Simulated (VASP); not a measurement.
Runs of VASP 6.6.1 on Rh. The structure is that of space group Im-3m (No. 229), or close to it. The cells are those of the table. 

```csv
cell,gap on the mesh (eV),pressure (GPa)
"a = 2.660 Å, angles 70.5, 109.5, 70.5°, 1 atom",none,0.1
"a = 2.597 Å, angles 70.5, 109.5, 70.5°, 1 atom",none,20.1
"a = 2.626 Å, angles 70.5, 109.5, 70.5°, 1 atom",none,10.1
"a = 2.573 Å, angles 70.5, 109.5, 70.5°, 1 atom",none,(a)
```

Alike in all rows: task single point; level PBE; potentials or basis VASP PAW PBE potentials, release 64 (Rh_pv); no spin polarisation; k mesh 20 × 20 × 20; cutoff (eV) 520; smearing fermi-dirac 0.1 eV.

Problem. Estimate the missing entries.

Solution. (a) 30.1.

A k mesh can miss the band edges, and the runs leave out spin-orbit coupling on Rh.

A gap of «none» marks levels without a gap at the run's occupations.
